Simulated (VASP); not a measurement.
# Cr (Im-3m) in VASP: a series of runs

Cr is run at these levels: PBE; tasks: single point, relaxation of cell and atoms.

Everything below comes from runs of VASP 6.6.1. Logs are shortened: lines on timing, memory, paths and dates and some standing lists are left out, and cuts for length are marked.

## (1) The cell of the first run

Symmetry: Im-3m, No. 229, cubic system. Conventional cell: a = 2.848 Å, b = 2.848 Å, c = 2.848 Å, α = 90.00°, β = 90.00°, γ = 90.00°. Cr (site symmetry m-3m) has 14 Cr at 2.47 to 2.85 Å within 3.3 Å.

## (2) Single point, PBE

The input, INCAR:

```
SYSTEM = Cr
ALGO = Normal
EDIFF = 1E-6
ENCUT = 520
GGA = PE
ISIF = 2
ISMEAR = 0
LASPH = .TRUE.
LCHARG = .FALSE.
LREAL = .FALSE.
LWAVE = .FALSE.
NBANDS = 12
NELM = 80
PREC = Accurate
SIGMA = 0.1
```

The input, KPOINTS:

```
k-points
0
G
  20 20 20
  0 0 0
```

The input, POSCAR:

```
Cr
1.0
   -1.4238674166      1.4238674166      1.4238674166
    1.4238674166     -1.4238674166      1.4238674166
    1.4238674166      1.4238674166     -1.4238674166
Cr
1
Direct
    0.0000000000      0.0000000000      0.0000000000
```

Potentials or basis: VASP PAW PBE potentials, release 64 (Cr_pv).

Command:

```bash
cat potpaw_PBE.64/Cr_pv/POTCAR > POTCAR
mpirun -np 1 vasp_std > vasp.out
```

OUTCAR:

```text
SYSTEM = Cr
   EDIFF = 1E-6
   ENCUT = 520
   GGA = PE
   ISIF = 2
   ISMEAR = 0
   LASPH = .TRUE.
   LREAL = .FALSE.
   NELM = 80
   PREC = Accurate

 ion  position               nearest neighbor table
   1  0.000  0.000  0.000-

  LATTYP: Found a body centered cubic cell.
 ALAT       =     2.8477348332

  Lattice vectors:

 A1 = (  -1.4238674166,   1.4238674166,   1.4238674166)
 A2 = (   1.4238674166,  -1.4238674166,   1.4238674166)
 A3 = (   1.4238674166,   1.4238674166,  -1.4238674166)

Analysis of symmetry for initial positions (statically):
=====================================================================
 Subroutine PRICEL returns:
 Original cell was already a primitive cell.

 Routine SETGRP: Setting up the symmetry group for a
 body centered cubic supercell.

 Subroutine GETGRP returns: Found 48 space group operations
 (whereof 48 operations were pure point group operations)
 out of a pool of 48 trial point group operations.

The static configuration has the point symmetry O_h .

Analysis of symmetry for dynamics (positions and initial velocities):
=====================================================================
 Subroutine PRICEL returns:
 Original cell was already a primitive cell.

 Routine SETGRP: Setting up the symmetry group for a
 body centered cubic supercell.

 Subroutine GETGRP returns: Found 48 space group operations
 (whereof 48 operations were pure point group operations)
 out of a pool of 48 trial point group operations.

The dynamic configuration has the point symmetry O_h .

 Subroutine INISYM returns: Found 48 space group operations
 (whereof 48 operations are pure point group operations),
 and found     1 'primitive' translations

----------------------------------------------------------------------------------------

                                     Primitive cell

  volume of cell :      11.5470

  direct lattice vectors                    reciprocal lattice vectors
    -1.423867417  1.423867417  1.423867417     0.000000000  0.351156290  0.351156290
     1.423867417 -1.423867417  1.423867417     0.351156290  0.000000000  0.351156290
     1.423867417  1.423867417 -1.423867417     0.351156290  0.351156290  0.000000000

  length of vectors
     2.466210709  2.466210709  2.466210709     0.496609988  0.496609988  0.496609988

  position of ions in fractional coordinates (direct lattice)
     0.000000000  0.000000000  0.000000000

  ion indices of the primitive-cell ions
   primitive index   ion index
                 1           1

----------------------------------------------------------------------------------------

 KPOINTS: k-points

Automatic generation of k-mesh.
 Grid dimensions read from file:
 generate k-points for:   20   20   20

 Generating k-lattice:

  Cartesian coordinates                     Fractional coordinates (reciprocal lattice)
     0.000000000  0.017557815  0.017557815     0.050000000  0.000000000  0.000000000
     0.017557815  0.000000000  0.017557815     0.000000000  0.050000000  0.000000000
     0.017557815  0.017557815  0.000000000     0.000000000  0.000000000  0.050000000

  Length of vectors
     0.024830499  0.024830499  0.024830499

  Shift w.r.t. Gamma in fractional coordinates (k-lattice)
     0.000000000  0.000000000  0.000000000

 Subroutine IBZKPT returns following result:
 ===========================================

 Found    256 irreducible k-points:

 Following reciprocal coordinates:
            Coordinates               Weight
  0.000000  0.000000  0.000000      1.000000
  0.050000  0.000000  0.000000     12.000000
  0.100000  0.000000  0.000000     12.000000
  0.150000  0.000000  0.000000     12.000000
  0.200000  0.000000  0.000000     12.000000
  0.250000  0.000000  0.000000     12.000000
[... 16 lines left out ...]
  0.200000  0.100000  0.000000     48.000000
  0.250000  0.100000  0.000000     48.000000
 [... further k-points ...]
   k-points           NKPTS =    256   k-points in BZ     NKDIM =    256   number of bands    NBANDS=     12
   number of dos      NEDOS =    301   number of ions     NIONS =      1
   total plane-waves  NPLWV =   5832
   dimension x,y,z NGX =    18 NGY =   18 NGZ =   18
   dimension x,y,z NGXF=    36 NGYF=   36 NGZF=   36
   ions per type =               1
   NGX,Y,Z   is equivalent  to a cutoff of  12.13, 12.13, 12.13 a.u.
   NGXF,Y,Z  is equivalent  to a cutoff of  24.27, 24.27, 24.27 a.u.
 SYSTEM =  Cr
   PREC   = accura    normal or accurate (medium, high low for compatibility)
   ISTART =      0    job   : 0-new  1-cont  2-samecut
   ICHARG =      2    charge: 1-file 2-atom 10-const
   ISPIN  =      1    spin polarized calculation?
   LNONCOLLINEAR =      F non collinear calculations
   LSORBIT =      F    spin-orbit coupling
   LASPH  =      T    aspherical Exc in radial PAW
   ENCUT  =  520.0 eV  38.22 Ry    6.18 a.u.   4.59  4.59  4.59*2*pi/ulx,y,z
   NELM   =     80;   NELMIN=  2; NELMDL= -5     # of ELM steps
   EDIFF  = 0.1E-05   stopping-criterion for ELM
   LREAL  =      F    real-space projection
   EDIFFG = 0.1E-04   stopping-criterion for IOM
   NSW    =      0    number of steps for IOM
   IBRION =     -1    ionic relax: 0-MD 1-quasi-New 2-CG
   NFREE  =      0    steps in history (QN), initial steepest desc. (CG)
   ISIF   =      2    stress and relaxation
   ISYM   =      2    0-nonsym 1-usesym 2-fastsym
   POTIM  = 0.5000    time-step for ionic-motion
   TEBEG  =    0.0;   TEEND  =   0.0 temperature during run
   PSTRESS=    0.0 pullay stress
   NELECT =      12.0000    total number of electrons
   NUPDOWN=      -1.0000    fix difference up-down
   EMIN   =  10.00;   EMAX   =-10.00  energy-range for DOS
   EFERMI =   0.00;   METHOD = LEGACY
   ISMEAR =     0;   SIGMA  =   0.10  broadening in eV -4-tet -1-fermi 0-gaus
   EFERMI_NEDOS =   21; number of points for ismear=-14 and -15
   IALGO  =     38    algorithm
   IMIX   =      4    mixing-type and parameters
     AMIX     =   0.40;   BMIX     =  1.00
     AMIX_MAG =   1.60;   BMIX_MAG =  1.00
  volume/ion in A,a.u.               =      11.55        77.92
  Fermi-wavevector in a.u.,A,eV,Ry     =   1.658234  3.133607 37.412464  2.749739
  Thomas-Fermi vector in A             =   2.745850
   LORBIT       =      0    0 simple, 1 ext, 2 COOP (PROOUT), +10 PAW based schemes
   GGA     = PE    functional components
   LHFCALC =     F    Hartree Fock is set to
   AEXX    =    0.0000 exact exchange contribution
   IVDW    =     0    specifies the selected vdW correction
   LEPSILON=     F    determine dielectric tensor
   LRPA    =     F    only Hartree local field effects (RPA)
 non-spin polarized calculation
 Gauss-broadening in eV      SIGMA  =   0.10
  energy-cutoff  :      520.00
  volume of cell :       11.55
 maximum number of plane-waves:       322
   NGX =  9   NGY =  9   NGZ =  9

 number of electron      11.9999994 magnetization

 Free energy of the ion-electron system (eV)
  ---------------------------------------------------
  ext. energy  EPLUGINS =         0.00000000
  ---------------------------------------------------
  free energy    TOTEN  =        -9.51874833 eV

  energy without entropy =       -9.51530849  energy(sigma->0) =       -9.51702841

 E-fermi :  10.9959     XC(G=0): -13.6761

 val. band max:       10.9896535809   @ k =   0.4500   0.1000  -0.0000
 cond. band min:      11.0060012587   @ k =  -0.1500   0.2000   0.1000
 fundamental gap:      0.0163476778
 Fermi energy:        10.9958544019

 k-point     1 :       0.0000    0.0000    0.0000
  band No.  band energies     occupation
      1     -31.7476      2.00000
      2     -31.7476      2.00000
      3     -31.7476      2.00000
      4       3.1194      2.00000
      5      10.0662      2.00000
      6      10.0662      2.00000
      7      10.0662      2.00000
      8      12.1210      0.00000
      9      12.1210      0.00000
     10      18.0839      0.00000
     11      33.2823      0.00000
     12      33.2823      0.00000

 k-point     2 :       0.0500    0.0000    0.0000
  band No.  band energies     occupation
      1     -31.7711      2.00000
      2     -31.7548      2.00000
      3     -31.7477      2.00000
      4       3.2297      2.00000
      5      10.0234      2.00000
      6      10.0596      2.00000
      7      10.1408      2.00000
      8      12.0721      0.00000
      9      12.1239      0.00000
     10      18.0839      0.00000
     11      33.0223      0.00000
     12      33.2537      0.00000

 k-point     3 :       0.1000    0.0000    0.0000
  band No.  band energies     occupation
      1     -31.8389      2.00000
      2     -31.7756      2.00000
      3     -31.7482      2.00000
      4       3.5530      2.00000
      5       9.9008      2.00000
      6      10.0297      2.00000
      7      10.3605      2.00000
      8      11.9515      0.00000
      9      12.1338      0.00000
     10      18.0839      0.00000
     11      32.2747      0.00000
     12      33.0976      0.00000

 k-point     4 :       0.1500    0.0000    0.0000
  band No.  band energies     occupation
      1     -31.9437      2.00000
      2     -31.8080      2.00000
      3     -31.7488      2.00000
      4       4.0651      2.00000
      5       9.7147      2.00000
      6       9.9549      2.00000
      7      10.7133      1.99994
      8      11.8264      0.00000
      9      12.1535      0.00000
     10      18.0838      0.00000
     11      31.0989      0.00000
     12      32.6649      0.00000

 k-point     5 :       0.2000    0.0000    0.0000
  band No.  band energies     occupation
      1     -32.0740      2.00000
      2     -31.8485      2.00000
      3     -31.7496      2.00000
      4       4.7182      2.00000
      5       9.4879      2.00000
      6       9.8365      2.00000
      7      11.1785      0.00981
      8      11.7658      0.00000
      9      12.1858      0.00000
     10      18.0836      0.00000
     11      29.5715      0.00000
     12      31.9167      0.00000

 k-point     6 :       0.2500    0.0000    0.0000
  band No.  band energies     occupation
      1     -32.2165      2.00000
      2     -31.8932      2.00000
      3     -31.7506      2.00000
      4       5.4247      2.00000
      5       9.2458      2.00000
      6       9.7516      2.00000
      7      11.7251      0.00000
      8      11.7922      0.00000
      9      12.2316      0.00000
     10      18.0833      0.00000
     11      27.8101      0.00000
     12      30.9926      0.00000

 k-point     7 :       0.3000    0.0000    0.0000
  band No.  band energies     occupation
      1     -32.3570      2.00000
      2     -31.9377      2.00000
      3     -31.7516      2.00000
      4       6.0389      2.00000
      5       9.0126      2.00000
      6       9.8603      2.00000
      7      11.8814      0.00000
      8      12.2886      0.00000
      9      12.3107      0.00000
     10      18.0828      0.00000
     11      25.9533      0.00000
     12      30.0627      0.00000

 k-point     8 :       0.3500    0.0000    0.0000
  band No.  band energies     occupation
      1     -32.4820      2.00000
      2     -31.9776      2.00000
      3     -31.7524      2.00000
      4       6.4101      2.00000
      5       8.8092      2.00000
      6      10.3075      2.00000
      7      11.9951      0.00000
      8      12.3503      0.00000
      9      12.8798      0.00000
     10      18.0820      0.00000
     11      24.1417      0.00000
     12      29.2455      0.00000
[... 166 lines left out ...]
 k-point    20 :       0.4500    0.0500   -0.0000
  band No.  band energies     occupation
      1     -32.6513      2.00000
      2     -32.0408      2.00000
      3     -31.7628      2.00000
      4       6.6113      2.00000
      5       8.5406      2.00000
      6      11.5663      0.00000
      7      12.1092      0.00000
      8      12.6854      0.00000
      9      14.0472      0.00000
     10      18.0775      0.00000
     11      21.0159      0.00000
     12      27.9928      0.00000

 k-point    21 :       0.1000    0.1000    0.0000
  band No.  band energies     occupation
      1     -32.0002      2.00000
      2     -31.8073      2.00000
      3     -31.7698      2.00000
      4       4.3616      2.00000
      5       9.6918      2.00000
      6       9.7782      2.00000
      7      10.9745      1.23725
      8      11.7183      0.00000
      9      12.2174      0.00000
     10      18.0837      0.00000
     11      30.7814      0.00000
     12      31.9081      0.00000

 k-point    22 :       0.1500    0.1000    0.0000
  band No.  band energies     occupation
      1     -32.1171      2.00000
      2     -31.8465      2.00000
      3     -31.7766      2.00000
      4       4.9984      2.00000
      5       9.4882      2.00000
      6       9.6183      2.00000
      7      11.4682      0.00000
      8      11.6439      0.00000
      9      12.2871      0.00000
     10      18.0835      0.00000
     11      29.5247      0.00000
     12      30.9314      0.00000

 k-point    23 :       0.2000    0.1000    0.0000
  band No.  band energies     occupation
      1     -32.2430      2.00000
      2     -31.8958      2.00000
      3     -31.7800      2.00000
      4       5.6949      2.00000
      5       9.2471      2.00000
      6       9.5025      2.00000
      7      11.6522      0.00000
      8      12.0494      0.00000
      9      12.3690      0.00000
     10      18.0832      0.00000
     11      27.8864      0.00000
     12      30.0063      0.00000

 k-point    24 :       0.2500    0.1000    0.0000
  band No.  band energies     occupation
      1     -32.3662      2.00000
      2     -31.9471      2.00000
      3     -31.7824      2.00000
      4       6.3101      2.00000
      5       9.0177      2.00000
      6       9.5382      2.00000
      7      11.7448      0.00000
      8      12.3994      0.00000
      9      12.7351      0.00000
     10      18.0828      0.00000
     11      26.0621      0.00000
     12      29.1730      0.00000

 [... further k-points ...]
[... 5 lines left out ...]
  --------------------------------------------------------------------------------------
  -------------------------------------------------------------------------------------
  Total       -0.0803433     -0.0803433     -0.0803433      0.0000000      0.0000000      0.0000000
  in kB      -11.1478643    -11.1478643    -11.1478643      0.0000000      0.0000000      0.0000000
  external PRESSURE =     -11.1478643 kB  Pullay stress =       0.0000000 kB

 VOLUME and BASIS-vectors are now :
 -----------------------------------------------------------------------------
  energy-cutoff  :      520.00
  volume of cell :       11.55
      direct lattice vectors                 reciprocal lattice vectors
    -1.423867417  1.423867417  1.423867417     0.000000000  0.351156290  0.351156290
     1.423867417 -1.423867417  1.423867417     0.351156290  0.000000000  0.351156290
     1.423867417  1.423867417 -1.423867417     0.351156290  0.351156290  0.000000000

 POSITION                                       TOTAL-FORCE (eV/Angst)
 -----------------------------------------------------------------------------------
      0.00000      0.00000      0.00000        -0.000000     -0.000000      0.000000
 -----------------------------------------------------------------------------------
    total drift:                                0.000000     -0.000000      0.000000

  FREE ENERGIE OF THE ION-ELECTRON SYSTEM (eV)
  ---------------------------------------------------
  free  energy   TOTEN  =        -9.5187483308 eV

  energy  without entropy=       -9.5153084897  energy(sigma->0) =       -9.51702841
```

Wall time 13 s (1 thread of AMD EPYC 9R45 (Zen 5), shared host); peak memory 0.11 GiB.

Results:

- Free energy: -9.5187 eV
- Pressure: -1.1 GPa
- Band gap on the k mesh: zero (bands 6 and 7 overlap by 3.36 eV)

Levels at points of the mesh, in eV from the Fermi level:
```tsv
k point	band 2	band 3	band 4	band 5	band 6	band 7	band 8	band 9	band 10	band 11
(0.00, 0.00, 0.00)	-42.74	-42.74	-7.88	-0.93	-0.93	-0.93	1.13	1.13	7.09	22.29
(0.50, 0.00, 0.00)	-43.03	-42.75	-4.45	-2.48	1.10	1.12	1.46	2.82	7.08	9.91
(0.50, 0.50, 0.50)	-43.37	-43.37	-4.33	-4.33	2.43	2.43	2.43	7.08	10.59	10.59
```

Caveat: an empty level that is flat over the whole mesh can mark a ghost state of the potentials, or a narrow d or f band; the run has no spin polarisation, though such a crystal can be magnetic. Spin polarisation is off, so any magnetic state and its effect on volume and gap are missing.

(Continued in part 2 of 2.)
